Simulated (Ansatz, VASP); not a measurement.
Two plane-wave programs on Si2Cl

```
Si Cl
1.0
     3.65598    0.00000    0.00000
     0.00000    3.65598    0.00000
     0.00000    0.00000    4.54149
Si Cl
2 1
Direct
  0.50000 0.50000 0.50000
  0.50000 0.50000 0.00000
  0.00000 0.00000 0.50000
```

Alike in both runs: task single point; functional PBE; k mesh 6 × 6 × 4; occupations gaussian, width 0.1 eV; no spin polarisation.

|  | VASP | Ansatz |
| --- | --- | --- |
| version | VASP 6.6.1 | Ansatz 0.2.0 |
| potentials or method | VASP PAW PBE potentials, release 64 (Si, Cl), cutoff 520 eV | scalar-relativistic, plane waves, PAW |
| valence electrons in the cell | 15 | 15 |

```csv
,VASP,Ansatz,Ansatz less VASP
gap on the k mesh at the Fermi level (eV),none,none,-
pressure (GPa),4.5,4.5,+0.03
"traceless stress, the component that is largest in VASP (GPa)",9.46,9.50,+0.032
```

A gap of «none» marks a metal or a gap that the smearing closes.
